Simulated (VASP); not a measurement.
# BP (F-43m) in VASP: further runs

Runs on BP. Level: PBE. Tasks: electric field gradients.

Program: VASP 6.6.1. These are calculated values, not measurements. Logs are shortened: lines on timing, memory, paths and dates and some standing lists are left out, and cuts for length are marked.

**1. The cell of the first run**

It takes space group F-43m (No. 216, cubic). The conventional cell has a = 4.461 Å, b = 4.461 Å, c = 4.461 Å, α = 90.00°, β = 90.00°, γ = 90.00°. B (site symmetry -43m) has 4 P at 1.93 Å within 2.6 Å. Within 2.6 Å of P (site symmetry -43m) lie 4 B at 1.93 Å.

**2. Electric field gradients, PBE (volume scaled by 0.95)**

Contents of INCAR:

```
PREC     = Accurate       # precision mode
ENCUT    = 520            # plane-wave cutoff, eV
EDIFF    = 1E-8           # SCF threshold, eV
ISMEAR   = -1             # smearing method
SIGMA    = 0.08           # smearing width, eV
LREAL    = F              # projectors in reciprocal space
LASPH    = T              # aspherical terms in the spheres
NELM     = 80             # most SCF steps
ALGO     = Normal         # electronic algorithm
ISIF     = 2              # what is computed and relaxed
LWAVE    = F              # write WAVECAR
LCHARG   = F              # write CHGCAR
GGA      = PE             # functional
LEFG     = T            
NBANDS   = 11             # bands
```

Contents of KPOINTS:

```
Automatic mesh
0
Gamma
  12 12 12
```

Contents of POSCAR:

```
BP
1.0
    0.0000000000      2.2305349420      2.2305349420
    2.2305349420      0.0000000000      2.2305349420
    2.2305349420      2.2305349420      0.0000000000
B P
1 1
Direct
    0.0000000000      0.0000000000      0.0000000000
    0.7500000000      0.7500000000      0.7500000000
```

Potentials or basis: VASP PAW PBE potentials, release 64 (B, P).

Run with:

```console
$ cat potpaw_PBE.64/B/POTCAR potpaw_PBE.64/P/POTCAR > POTCAR
$ mpirun -np 1 vasp_std > vasp.out
```

OUTCAR:

```text
PREC = Accurate
   ENCUT = 520
   EDIFF = 1E-8
   ISMEAR = -1
   LREAL = F
   LASPH = T
   NELM = 80
   ISIF = 2
   GGA = PE

 ion  position               nearest neighbor table
   1  0.000  0.000  0.000-   2 1.93   2 1.93   2 1.93   2 1.93
   2  0.750  0.750  0.750-   1 1.93   1 1.93   1 1.93   1 1.93

  LATTYP: Found a face centered cubic cell.
 ALAT       =     4.4610698840

  Lattice vectors:

 A1 = (   0.0000000000,   2.2305349420,   2.2305349420)
 A2 = (   2.2305349420,   0.0000000000,   2.2305349420)
 A3 = (   2.2305349420,   2.2305349420,   0.0000000000)

Analysis of symmetry for initial positions (statically):
=====================================================================
 Subroutine PRICEL returns:
 Original cell was already a primitive cell.

 Routine SETGRP: Setting up the symmetry group for a
 face centered cubic supercell.

 Subroutine GETGRP returns: Found 24 space group operations
 (whereof 24 operations were pure point group operations)
 out of a pool of 48 trial point group operations.

The static configuration has the point symmetry T_d .

Analysis of symmetry for dynamics (positions and initial velocities):
=====================================================================
 Subroutine PRICEL returns:
 Original cell was already a primitive cell.

 Routine SETGRP: Setting up the symmetry group for a
 face centered cubic supercell.

 Subroutine GETGRP returns: Found 24 space group operations
 (whereof 24 operations were pure point group operations)
 out of a pool of 48 trial point group operations.

The dynamic configuration has the point symmetry T_d .

 Subroutine INISYM returns: Found 24 space group operations
 (whereof 24 operations are pure point group operations),
 and found     1 'primitive' translations

----------------------------------------------------------------------------------------

                                     Primitive cell

  volume of cell :      22.1951

  direct lattice vectors                    reciprocal lattice vectors
     0.000000000  2.230534942  2.230534942    -0.224161474  0.224161474  0.224161474
     2.230534942  0.000000000  2.230534942     0.224161474 -0.224161474  0.224161474
     2.230534942  2.230534942  0.000000000     0.224161474  0.224161474 -0.224161474

  length of vectors
     3.154452766  3.154452766  3.154452766     0.388259062  0.388259062  0.388259062

  position of ions in fractional coordinates (direct lattice)
     0.000000000  0.000000000  0.000000000
     0.750000000  0.750000000  0.750000000

  ion indices of the primitive-cell ions
   primitive index   ion index
                 1           1
                 2           2

----------------------------------------------------------------------------------------

 KPOINTS: Automatic mesh

Automatic generation of k-mesh.
 Grid dimensions read from file:
 generate k-points for:   12   12   12

 Generating k-lattice:

  Cartesian coordinates                     Fractional coordinates (reciprocal lattice)
    -0.018680123  0.018680123  0.018680123     0.083333333  0.000000000  0.000000000
     0.018680123 -0.018680123  0.018680123     0.000000000  0.083333333  0.000000000
     0.018680123  0.018680123 -0.018680123     0.000000000  0.000000000  0.083333333

  Length of vectors
     0.032354922  0.032354922  0.032354922

  Shift w.r.t. Gamma in fractional coordinates (k-lattice)
     0.000000000  0.000000000  0.000000000

 Subroutine IBZKPT returns following result:
 ===========================================

 Found     72 irreducible k-points:

 Following reciprocal coordinates:
            Coordinates               Weight
  0.000000  0.000000  0.000000      1.000000
  0.083333  0.000000  0.000000      8.000000
  0.166667  0.000000  0.000000      8.000000
  0.250000  0.000000  0.000000      8.000000
  0.333333  0.000000  0.000000      8.000000
  0.416667  0.000000  0.000000      8.000000
[... 16 lines left out ...]
  0.500000  0.166667  0.000000     24.000000
 -0.416667  0.166667  0.000000     24.000000
 [... further k-points ...]
   k-points           NKPTS =     72   k-points in BZ     NKDIM =     72   number of bands    NBANDS=     11
   number of dos      NEDOS =    301   number of ions     NIONS =      2
   total plane-waves  NPLWV =  13824
   dimension x,y,z NGX =    24 NGY =   24 NGZ =   24
   dimension x,y,z NGXF=    48 NGYF=   48 NGZF=   48
   ions per type =               1   1
   NGX,Y,Z   is equivalent  to a cutoff of  12.65, 12.65, 12.65 a.u.
   NGXF,Y,Z  is equivalent  to a cutoff of  25.30, 25.30, 25.30 a.u.
 SYSTEM =  unknown system
   PREC   = accura    normal or accurate (medium, high low for compatibility)
   ISTART =      0    job   : 0-new  1-cont  2-samecut
   ICHARG =      2    charge: 1-file 2-atom 10-const
   ISPIN  =      1    spin polarized calculation?
   LNONCOLLINEAR =      F non collinear calculations
   LSORBIT =      F    spin-orbit coupling
   LASPH  =      T    aspherical Exc in radial PAW
   ENCUT  =  520.0 eV  38.22 Ry    6.18 a.u.   5.87  5.87  5.87*2*pi/ulx,y,z
   NELM   =     80;   NELMIN=  2; NELMDL= -5     # of ELM steps
   EDIFF  = 0.1E-07   stopping-criterion for ELM
   LREAL  =      F    real-space projection
   EDIFFG = 0.1E-06   stopping-criterion for IOM
   NSW    =      0    number of steps for IOM
   IBRION =     -1    ionic relax: 0-MD 1-quasi-New 2-CG
   NFREE  =      0    steps in history (QN), initial steepest desc. (CG)
   ISIF   =      2    stress and relaxation
   ISYM   =      2    0-nonsym 1-usesym 2-fastsym
   POTIM  = 0.5000    time-step for ionic-motion
   TEBEG  =    0.0;   TEEND  =   0.0 temperature during run
   PSTRESS=    0.0 pullay stress
   NELECT =       8.0000    total number of electrons
   NUPDOWN=      -1.0000    fix difference up-down
   EMIN   =  10.00;   EMAX   =-10.00  energy-range for DOS
   EFERMI =   0.00;   METHOD = LEGACY
   ISMEAR =    -1;   SIGMA  =   0.08  broadening in eV -4-tet -1-fermi 0-gaus
   EFERMI_NEDOS =   21; number of points for ismear=-14 and -15
   IALGO  =     38    algorithm
   IMIX   =      4    mixing-type and parameters
     AMIX     =   0.40;   BMIX     =  1.00
     AMIX_MAG =   1.60;   BMIX_MAG =  1.00
  volume/ion in A,a.u.               =      11.10        74.89
  Fermi-wavevector in a.u.,A,eV,Ry     =   1.165071  2.201665 18.468424  1.357391
  Thomas-Fermi vector in A             =   2.301601
   LORBIT       =      0    0 simple, 1 ext, 2 COOP (PROOUT), +10 PAW based schemes
   GGA     = PE    functional components
   LHFCALC =     F    Hartree Fock is set to
   AEXX    =    0.0000 exact exchange contribution
   IVDW    =     0    specifies the selected vdW correction
   LEPSILON=     F    determine dielectric tensor
   LRPA    =     F    only Hartree local field effects (RPA)
 non-spin polarized calculation
  energy-cutoff  :      520.00
  volume of cell :       22.20
 maximum number of plane-waves:       612
   NGX = 11   NGY = 11   NGZ = 11

 number of electron       8.0000001 magnetization

 Free energy of the ion-electron system (eV)
  ---------------------------------------------------
  ext. energy  EPLUGINS =         0.00000000
  ---------------------------------------------------
  free energy    TOTEN  =       -12.89097756 eV

  energy without entropy =      -12.89096929  energy(sigma->0) =      -12.89097342

 E-fermi :   8.6090     XC(G=0): -11.1294

 val. band max:        8.0498426867   @ k =   0.0000   0.0000   0.0000
 cond. band min:       9.2088604684   @ k =   0.4167   0.4167   0.0000
 fundamental gap:      1.1590177817
 Fermi energy:         8.6089676448

 k-point     1 :       0.0000    0.0000    0.0000
  band No.  band energies     occupation
      1      -7.8752      2.00000
      2       8.0498      1.99816
      3       8.0498      1.99816
      4       8.0498      1.99816
      5      11.5317      0.00000
      6      11.5317      0.00000
      7      11.5317      0.00000
      8      16.2175      0.00000
      9      19.9216      0.00000
     10      20.3283      0.00000
     11      20.3283      0.00000

 k-point     2 :       0.0833    0.0000    0.0000
  band No.  band energies     occupation
      1      -7.7446      2.00000
      2       7.0619      2.00000
      3       7.8265      1.99989
      4       7.8265      1.99989
      5      11.8413      0.00000
      6      11.8413      0.00000
      7      11.9207      0.00000
      8      16.5471      0.00000
      9      19.7769      0.00000
     10      19.7769      0.00000
     11      20.3495      0.00000
[... 295 lines left out ...]
 k-point    24 :      -0.4167    0.1667    0.0000
  band No.  band energies     occupation
      1      -4.0125      2.00000
      2      -0.8657      2.00000
      3       4.0066      2.00000
      4       5.6386      2.00000
      5      11.6319      0.00000
      6      14.2844      0.00000
      7      14.6439      0.00000
      8      18.8080      0.00000
      9      20.3334      0.00000
     10      21.1101      0.00000
     11      24.5783      0.00000

 [... further k-points ...]
[... 5 lines left out ...]
  --------------------------------------------------------------------------------------
  -------------------------------------------------------------------------------------
  Total        1.4186148      1.4186148      1.4186148     -0.0000000     -0.0000000      0.0000000
  in kB      102.4042533    102.4042533    102.4042533     -0.0000000     -0.0000000      0.0000000
  external PRESSURE =     102.4042533 kB  Pullay stress =       0.0000000 kB

 VOLUME and BASIS-vectors are now :
 -----------------------------------------------------------------------------
  energy-cutoff  :      520.00
  volume of cell :       22.20
      direct lattice vectors                 reciprocal lattice vectors
     0.000000000  2.230534942  2.230534942    -0.224161474  0.224161474  0.224161474
     2.230534942  0.000000000  2.230534942     0.224161474 -0.224161474  0.224161474
     2.230534942  2.230534942  0.000000000     0.224161474  0.224161474 -0.224161474

 POSITION                                       TOTAL-FORCE (eV/Angst)
 -----------------------------------------------------------------------------------
      0.00000      0.00000      0.00000        -0.000000     -0.000000     -0.000000
      3.34580      3.34580      3.34580         0.000000      0.000000      0.000000
 -----------------------------------------------------------------------------------
    total drift:                               -0.000000     -0.000000     -0.000000

  FREE ENERGIE OF THE ION-ELECTRON SYSTEM (eV)
  ---------------------------------------------------
  free  energy   TOTEN  =       -12.8909775560 eV

  energy  without entropy=      -12.8909692910  energy(sigma->0) =      -12.89097342

 Electric field gradients (V/A^2)
---------------------------------------------------------------------
 ion       V_xx      V_yy      V_zz      V_xy      V_xz      V_yz
---------------------------------------------------------------------
   1       0.000     0.000    -0.000     0.000     0.000     0.000
   2       0.000     0.000     0.000    -0.000    -0.000    -0.000
---------------------------------------------------------------------

 Electric field gradients after diagonalization (V/A^2)
 (convention: |V_zz| > |V_xx| > |V_yy|)
----------------------------------------------------------------------
 ion       V_xx      V_yy      V_zz     asymmetry (V_yy - V_xx)/ V_zz
----------------------------------------------------------------------
   1      -0.000    -0.000     0.000       0.000
   2       0.000     0.000    -0.000       0.000
----------------------------------------------------------------------

           NMR quadrupolar parameters

 Cq : quadrupolar parameter    Cq=e*Q*V_zz/h
 eta: asymmetry parameters     (V_yy - V_xx)/ V_zz
 Q  : nuclear electric quadrupole moment in mb (millibarn)
----------------------------------------------------------------------
 ion       Cq(MHz)       eta       Q (mb)
----------------------------------------------------------------------
   1       0.000       0.000       1.000
   2      -0.000       0.000       1.000
----------------------------------------------------------------------
```

It took 41 s on 1 thread of AMD EPYC 7R13, shared host; peak memory 0.11 GiB.

Results:

```
Free energy            : -12.8910 eV
Pressure               : 10.2 GPa
Band gap on the k mesh : 1.16 eV, indirect (least direct gap 3.48 eV)
```

Caveat: the cell differs from its parent crystal (volume scaled by 0.95); without QUAD_EFG the Cq values of the log hold for a quadrupole moment of 1 mb, not for the nuclei.

**3. Electric field gradients, PBE**

This run uses another cell than the first one, of 11.68 Å³/atom, 1.053 times its volume.

Contents of INCAR:

```
SYSTEM = BP
ALGO = Normal ; EDIFF = 1E-8
ENCUT = 520 ; GGA = PE
ISIF = 2 ; ISMEAR = -1
LASPH = .TRUE. ; LCHARG = .FALSE.
LEFG = .TRUE. ; LREAL = .FALSE.
LWAVE = .FALSE. ; NBANDS = 11
NELM = 60 ; PREC = Accurate
SIGMA = 0.08
```

Contents of KPOINTS:

```
k-points
0
G
  12 12 12
  0 0 0
```

Contents of POSCAR:

```
BP
1.0
    0.0000000000      2.2690000000      2.2690000000
    2.2690000000      0.0000000000      2.2690000000
    2.2690000000      2.2690000000      0.0000000000
B P
1 1
Direct
    0.0000000000      0.0000000000      0.0000000000
    0.7500000000      0.7500000000      0.7500000000
```

Potentials or basis: VASP PAW PBE potentials, release 64 (B, P).

Run with:

```console
$ cat potpaw_PBE.64/B/POTCAR potpaw_PBE.64/P/POTCAR > POTCAR
$ mpirun -np 1 vasp_std > vasp.out
```

OUTCAR:

```text
SYSTEM = BP
   EDIFF = 1E-8
   ENCUT = 520
   GGA = PE
   ISIF = 2
   ISMEAR = -1
   LASPH = .TRUE.
   LREAL = .FALSE.
   NELM = 60
   PREC = Accurate

 ion  position               nearest neighbor table
   1  0.000  0.000  0.000-   2 1.97   2 1.97   2 1.97   2 1.97
   2  0.750  0.750  0.750-   1 1.97   1 1.97   1 1.97   1 1.97

  LATTYP: Found a face centered cubic cell.
 ALAT       =     4.5380000000

  Lattice vectors:

 A1 = (   0.0000000000,   2.2690000000,   2.2690000000)
 A2 = (   2.2690000000,   0.0000000000,   2.2690000000)
 A3 = (   2.2690000000,   2.2690000000,   0.0000000000)

Analysis of symmetry for initial positions (statically):
=====================================================================
 Subroutine PRICEL returns:
 Original cell was already a primitive cell.

 Routine SETGRP: Setting up the symmetry group for a
 face centered cubic supercell.

 Subroutine GETGRP returns: Found 24 space group operations
[... 522 lines left out ...]
  volume of cell :       23.36
      direct lattice vectors                 reciprocal lattice vectors
     0.000000000  2.269000000  2.269000000    -0.220361393  0.220361393  0.220361393
     2.269000000  0.000000000  2.269000000     0.220361393 -0.220361393  0.220361393
     2.269000000  2.269000000  0.000000000     0.220361393  0.220361393 -0.220361393

 POSITION                                       TOTAL-FORCE (eV/Angst)
 -----------------------------------------------------------------------------------
      0.00000      0.00000      0.00000         0.000000      0.000000     -0.000000
      3.40350      3.40350      3.40350        -0.000000     -0.000000      0.000000
 -----------------------------------------------------------------------------------
    total drift:                               -0.000000     -0.000000     -0.000000

  FREE ENERGIE OF THE ION-ELECTRON SYSTEM (eV)
  ---------------------------------------------------
  free  energy   TOTEN  =       -12.9307548126 eV

  energy  without entropy=      -12.9307493533  energy(sigma->0) =      -12.93075208

 Electric field gradients (V/A^2)
---------------------------------------------------------------------
 ion       V_xx      V_yy      V_zz      V_xy      V_xz      V_yz
---------------------------------------------------------------------
   1       0.000    -0.000    -0.000     0.000     0.000     0.000
   2      -0.000     0.000     0.000    -0.000    -0.000    -0.000
---------------------------------------------------------------------

 Electric field gradients after diagonalization (V/A^2)
 (convention: |V_zz| > |V_xx| > |V_yy|)
----------------------------------------------------------------------
 ion       V_xx      V_yy      V_zz     asymmetry (V_yy - V_xx)/ V_zz
----------------------------------------------------------------------
   1      -0.000    -0.000     0.000       0.000
   2       0.000     0.000    -0.000       0.000
----------------------------------------------------------------------

           NMR quadrupolar parameters

 Cq : quadrupolar parameter    Cq=e*Q*V_zz/h
 eta: asymmetry parameters     (V_yy - V_xx)/ V_zz
 Q  : nuclear electric quadrupole moment in mb (millibarn)
----------------------------------------------------------------------
 ion       Cq(MHz)       eta       Q (mb)
----------------------------------------------------------------------
   1       0.000       0.000       1.000
   2      -0.000       0.000       1.000
----------------------------------------------------------------------
```

OSZICAR:

```text
N       E                     dE             d eps       ncg     rms          rms(c)
DAV:   1     0.847195187823E+01    0.84720E+01   -0.39955E+03  1592   0.660E+02
DAV:   2    -0.130563295284E+02   -0.21528E+02   -0.20531E+02  2121   0.107E+02
DAV:   3    -0.136358218732E+02   -0.57949E+00   -0.57791E+00  2016   0.155E+01
DAV:   4    -0.136381581172E+02   -0.23362E-02   -0.23360E-02  1830   0.112E+00
DAV:   5    -0.136381700466E+02   -0.11929E-04   -0.11929E-04  1933   0.823E-02    0.721E+00
DAV:   6    -0.130288366566E+02    0.60933E+00   -0.13903E+00  1788   0.510E+00    0.388E+00
DAV:   7    -0.129380418123E+02    0.90795E-01   -0.23303E-01  1969   0.240E+00    0.133E+00
DAV:   8    -0.129302252023E+02    0.78166E-02   -0.26539E-02  1858   0.929E-01    0.194E-01
DAV:   9    -0.129305478781E+02   -0.32268E-03   -0.70788E-04  1859   0.180E-01    0.123E-01
DAV:  10    -0.129307433967E+02   -0.19552E-03   -0.24758E-04  1790   0.988E-02    0.283E-02
DAV:  11    -0.129307538764E+02   -0.10480E-04   -0.11221E-05  2008   0.222E-02    0.332E-02
DAV:  12    -0.129307548728E+02   -0.99638E-06   -0.45741E-06  1776   0.105E-02    0.140E-02
DAV:  13    -0.129307547520E+02    0.12079E-06   -0.12575E-07  1920   0.230E-03    0.592E-03
DAV:  14    -0.129307548206E+02   -0.68649E-07   -0.38305E-08  1829   0.104E-03    0.222E-04
DAV:  15    -0.129307548126E+02    0.80489E-08   -0.21796E-09   963   0.312E-04
   1 F= -.12930755E+02 E0= -.12930752E+02  d E =-.545930E-05
```

stdout:

```text
POSCAR found type information on POSCAR B P
 POSCAR found :  2 types and       2 ions
 scaLAPACK will be used
 LDA part: xc-table for (Slater+PW92), standard interpolation
 POSCAR, INCAR and KPOINTS ok, starting setup
 FFT: planning ... GRIDC
 FFT: planning ... GRID_SOFT
 FFT: planning ... GRID
 WAVECAR not read
 entering main loop
ion   1

ion   2
```

Run time: 41 s. Hardware: 1 thread of AMD EPYC 7R13, shared host; peak memory 0.11 GiB.

Results:

```yaml
Free_energy: -12.9308 eV
Pressure: 0.9 GPa
Band_gap_on_the_k_mesh: 1.24 eV, indirect (least direct gap 3.40 eV)
```

Levels at points of the mesh, in eV from the valence-band top:
```csv
k point,band 1,band 2,band 3,band 4,band 5,band 6,band 7,band 8,band 9
"(0.00, 0.00, 0.00)",-15.46,0.00,0.00,0.00,3.40,3.40,3.40,7.37,11.51
"(0.50, 0.00, 0.00)",-12.14,-9.03,-1.76,-1.76,3.78,4.71,4.71,10.13,14.63
"(0.50, 0.50, 0.00)",-10.61,-8.58,-4.11,-4.11,1.33,1.66,12.12,12.12,15.23
```

Caveat: without QUAD_EFG the Cq values of the log hold for a quadrupole moment of 1 mb, not for the nuclei.

(Continued in part 2 of 2.)
